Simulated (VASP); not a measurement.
# GaN (F-43m) in VASP: further runs, part 4 of 4

VASP 6.6.1. The steps go on from the part before.

### Step 6. Relaxation of cell and atoms, PBE, target pressure 40 GPa, at which the enthalpy is minimised

INCAR reads:

```
PREC = Accurate
ENCUT = 600
EDIFF = 1E-6
ISMEAR = 0
SIGMA = 0.01
LREAL = F
LASPH = T
NELM = 100
ALGO = Normal
ISIF = 3
LWAVE = F
LCHARG = F
GGA = PE
IBRION = 2
NSW = 80
EDIFFG = -0.001
PSTRESS = 400.0
```

KPOINTS reads:

```
Automatic mesh
0
Gamma
  10 10 10
```

POSCAR reads:

```
GaN
1.0
    0.0000000000      2.2742384894      2.2742384894
    2.2742384894      0.0000000000      2.2742384894
    2.2742384894      2.2742384894      0.0000000000
Ga N
1 1
Direct
    0.0000000000      0.0000000000      0.0000000000
    0.7500000000      0.7500000000      0.7500000000
```

Potentials or basis: VASP PAW PBE potentials, release 64 (Ga_d, N).

On the command line:

```sh
$ cat potpaw_PBE.64/Ga_d/POTCAR potpaw_PBE.64/N/POTCAR > POTCAR
$ mpirun -np 1 vasp_std > vasp.out
```

OUTCAR:

```text
PREC = Accurate
   ENCUT = 600
   EDIFF = 1E-6
   ISMEAR = 0
   LREAL = F
   LASPH = T
   NELM = 100
   ISIF = 3
   GGA = PE
   IBRION = 2
   NSW = 80
   EDIFFG = -0.001
   PSTRESS = 400.0

 ion  position               nearest neighbor table
   1  0.000  0.000  0.000-   2 1.97   2 1.97   2 1.97   2 1.97
   2  0.750  0.750  0.750-   1 1.97   1 1.97   1 1.97   1 1.97

  LATTYP: Found a face centered cubic cell.
 ALAT       =     4.5484769788

  Lattice vectors:

 A1 = (   0.0000000000,   2.2742384894,   2.2742384894)
 A2 = (   2.2742384894,   0.0000000000,   2.2742384894)
 A3 = (   2.2742384894,   2.2742384894,   0.0000000000)

Analysis of symmetry for initial positions (statically):
=====================================================================
 Subroutine PRICEL returns:
 Original cell was already a primitive cell.

 Routine SETGRP: Setting up the symmetry group for a
 face centered cubic supercell.

 Subroutine GETGRP returns: Found 24 space group operations
 (whereof 24 operations were pure point group operations)
 out of a pool of 48 trial point group operations.

The static configuration has the point symmetry T_d .

Analysis of symmetry for dynamics (positions and initial velocities):
=====================================================================
 Subroutine PRICEL returns:
 Original cell was already a primitive cell.

 Routine SETGRP: Setting up the symmetry group for a
 face centered cubic supercell.

 Subroutine GETGRP returns: Found 24 space group operations
 (whereof 24 operations were pure point group operations)
 out of a pool of 48 trial point group operations.

The dynamic configuration has the point symmetry T_d .

 Subroutine INISYM returns: Found 24 space group operations
 (whereof 24 operations are pure point group operations),
 and found     1 'primitive' translations

----------------------------------------------------------------------------------------

                                     Primitive cell

[... 136 lines left out ...]
  ext. energy  EPLUGINS =         0.00000000
  ---------------------------------------------------
  free energy    TOTEN  =       -12.15505529 eV

  energy without entropy =      -12.15505529  energy(sigma->0) =      -12.15505529

------------------------ aborting loop because EDIFF is reached ----------------------------------------

  FORCE on cell =-STRESS in cart. coord.  units (eV):
  Direction    XX          YY          ZZ          XY          YZ          ZX
  --------------------------------------------------------------------------------------
  -------------------------------------------------------------------------------------
  Total       -0.0091926     -0.0091926     -0.0091926      0.0000000     -0.0000000      0.0000000
  in kB       -0.6260539     -0.6260539     -0.6260539      0.0000000     -0.0000000      0.0000000
  external PRESSURE =    -400.6260539 kB  Pullay stress =     400.0000000 kB
[... 25 lines left out ...]
--------------------------------------- Ionic step        2  -------------------------------------------

 number of electron      17.9999998 magnetization

 E-fermi :  11.4525     XC(G=0): -14.1875

 val. band max:       11.3510623046   @ k =   0.0000   0.0000   0.0000
 cond. band min:      14.7269922455   @ k =   0.5000   0.5000   0.0000
 fundamental gap:      3.3759299408
 Fermi energy:        11.4525446584

 k-point     1 :       0.0000    0.0000    0.0000
  band No.  band energies     occupation
      1      -9.4282      2.00000
      2      -3.5635      2.00000
      3      -3.5635      2.00000
      4      -3.5635      2.00000
      5      -2.4749      2.00000
      6      -2.4749      2.00000
      7      11.3511      2.00000
      8      11.3511      2.00000
      9      11.3511      2.00000
     10      15.7214      0.00000
     11      24.3957      0.00000
     12      24.3957      0.00000
     13      24.3957      0.00000
[... 439 lines left out ...]
  energy  without entropy=      -11.8442805030  energy(sigma->0) =      -11.84428050

  enthalpy is  TOTEN    =        -6.7829903756 eV   P V=        5.0612901274

[... ionic steps 4 to 9 ...]

--------------------------------------- Ionic step       10  -------------------------------------------

 number of electron      18.0000003 magnetization

------------------------ aborting loop because EDIFF is reached ----------------------------------------
[... 71 lines left out ...]
--------------------------------------- Ionic step       12  -------------------------------------------

 number of electron      18.0000003 magnetization

 Free energy of the ion-electron system (eV)
  ---------------------------------------------------
  ext. energy  EPLUGINS =         0.00000000
  ---------------------------------------------------
  free energy    TOTEN  =       -11.77194987 eV

  energy without entropy =      -11.77194987  energy(sigma->0) =      -11.77194987

 E-fermi :   6.9871     XC(G=0): -12.4185

 val. band max:        6.8897541220   @ k =   0.0000   0.0000   0.0000
 cond. band min:       9.4954843359   @ k =   0.0000   0.0000   0.0000
 fundamental gap:      2.6057302139
 Fermi energy:         6.9870777855

 k-point     1 :       0.0000    0.0000    0.0000
  band No.  band energies     occupation
      1     -10.3196      2.00000
      2      -6.7556      2.00000
      3      -6.7556      2.00000
      4      -6.7556      2.00000
      5      -6.2689      2.00000
      6      -6.2689      2.00000
      7       6.8898      2.00000
      8       6.8898      2.00000
      9       6.8898      2.00000
     10       9.4955      0.00000
     11      18.0601      0.00000
     12      18.0601      0.00000
     13      18.0601      0.00000
[... 401 lines left out ...]
  energy  without entropy=      -11.7719498674  energy(sigma->0) =      -11.77194987

  enthalpy is  TOTEN    =        -6.7877887655 eV   P V=        4.9841611019

 reached required accuracy - stopping structural energy minimisation
```

OSZICAR:

```text
N       E                     dE             d eps       ncg     rms          rms(c)
DAV:   1     0.975421222116E+02    0.97542E+02   -0.10643E+04  1280   0.267E+03
DAV:   2    -0.551879511897E+01   -0.10306E+03   -0.97841E+02  1405   0.394E+02
DAV:   3    -0.139522011191E+02   -0.84334E+01   -0.83748E+01  1352   0.983E+01
DAV:   4    -0.141107096695E+02   -0.15851E+00   -0.15821E+00  1493   0.145E+01
[... 89 lines left out ...]
DAV:   1    -0.117719948091E+02   -0.28011E-02   -0.57339E-04  1407   0.738E-01    0.408E-02
DAV:   2    -0.117719602432E+02    0.34566E-04   -0.55358E-05  1467   0.281E-01    0.186E-02
DAV:   3    -0.117719510982E+02    0.91450E-05   -0.98418E-06  1477   0.129E-01    0.419E-03
DAV:   4    -0.117719498417E+02    0.12565E-05   -0.15379E-06   781   0.213E-02    0.327E-04
DAV:   5    -0.117719498674E+02   -0.25662E-07   -0.22056E-07   611   0.809E-03
  12 F= -.67877888E+01 E0= -.67877888E+01  d E =-.126703E-05
```

Run time: 1.8 min. Hardware: 1 thread of Intel Xeon Platinum 8375C at 2.90GHz (Ice Lake), shared host; peak memory 0.18 GiB.

What came out:

```yaml
Free_energy: -11.7719 eV
Relaxed_volume: 9.98 Å³/atom
Relaxed_cell: a = 3.045 Å, b = 3.045 Å, c = 3.045 Å, α = 60.00°, β = 60.00°, γ = 60.00°
Space_group_after_relaxing_to_0.05_Å: F-43m (No. 216)
Energy_change_on_relaxing_the_enthalpy_is_what_falls: +191.6 meV/atom
Ionic_steps: 12
Pressure_after_relaxing: 40.0 GPa
Band_gap_on_the_k_mesh: 2.61 eV, direct
```

Step by step:
| step | energy change (eV) | largest force (eV/Å) | pressure (GPa) | volume (Å³) |
| --- | --- | --- | --- | --- |
| 1 | 0.0000 | 0.0000 | -0.06 | 23.53 |
| 2 | 3.7887 | 0.0000 | 209.58 | 14.86 |
| 3 | 0.3108 | 0.0000 | 34.93 | 20.27 |
| 4 | 0.3645 | 0.0000 | 38.98 | 20.04 |
| 5 | 0.3807 | 0.0000 | 39.93 | 19.97 |
| 6 | 0.3976 | 0.0000 | 41.05 | 19.91 |
| 7 | 0.3567 | 0.0000 | 38.03 | 20.07 |
| 8 | 0.3819 | 0.0000 | 40.05 | 19.97 |
| 9 | 0.3813 | 0.0000 | 39.79 | 19.97 |
| 10 | 0.3816 | 0.0000 | 39.88 | 19.97 |
| 11 | 0.3859 | 0.0000 | 40.23 | 19.95 |
| 12 | 0.3831 | 0.0000 | 39.99 | 19.96 |

Final structure:
```cif
data_structure
_symmetry_space_group_name_H-M 'P 1'
_symmetry_Int_Tables_number 1
_cell_length_a 3.0450
_cell_length_b 3.0450
_cell_length_c 3.0450
_cell_angle_alpha 60.000
_cell_angle_beta 60.000
_cell_angle_gamma 60.000
_cell_volume 19.96
loop_
_atom_site_label
_atom_site_type_symbol
_atom_site_fract_x
_atom_site_fract_y
_atom_site_fract_z
_atom_site_occupancy
Ga1 Ga 0.00000 0.00000 0.00000 1
N1 N 0.75000 0.75000 0.75000 1
```

Levels at points of the mesh, in eV from the valence-band top:
| k point | band 5 | band 6 | band 7 | band 8 | band 9 | band 10 | band 11 | band 12 | band 13 |
| --- | --- | --- | --- | --- | --- | --- | --- | --- | --- |
| (0.00, 0.00, 0.00) | -13.16 | -13.16 | 0.00 | 0.00 | 0.00 | 2.61 | 11.17 | 11.17 | 11.17 |
| (0.50, 0.00, 0.00) | -13.09 | -11.89 | -8.01 | -1.16 | -1.16 | 5.59 | 9.40 | 11.07 | 11.07 |
| (0.50, 0.50, 0.00) | -13.05 | -11.50 | -6.72 | -3.23 | -3.23 | 3.38 | 7.44 | 12.77 | 15.46 |

Caveat: the cell is relaxed towards a set pressure, so the enthalpy falls and the energy may rise; the volume moved by over 15 % at a fixed basis, so the end points are rough. A hybrid or GW would open this gap; PBE tends to underestimate it.

### Step 7. Overview

| task | cell | cutoff (eV) | gap on the mesh (eV) | pressure (GPa) |
| --- | --- | --- | --- | --- |
| relaxation of cell and atoms | relaxed to 12 GPa from a = 3.216 Å, angles 60.0°, 2 atoms | 600 | 1.95 | 12.0 |
| single point | a = 3.046 Å, angles 60.0°, 2 atoms | 520 | 2.60 | 39.8 |
| single point | a = 3.216 Å, angles 60.0°, 2 atoms | 520 | 1.55 | 0.1 |
| relaxation of cell and atoms | relaxed from a = 3.216 Å, angles 60.0°, 2 atoms | 600 | 1.55 | 0.0 |
| relaxation of cell and atoms | relaxed to 40 GPa from a = 3.216 Å, angles 60.0°, 2 atoms | 600 | 2.61 | 40.0 |

Alike in all rows: level PBE; potentials or basis VASP PAW PBE potentials, release 64 (Ga_d, N); no spin polarisation; k mesh 10 × 10 × 10; smearing gaussian 0.01 eV.

Caveats: the cell is relaxed towards a set pressure, so the enthalpy falls and the energy may rise (some runs); the volume moved by over 15 % at a fixed basis, so the end points are rough (some runs).

Absolute energies hang on the potentials; compare differences alone.
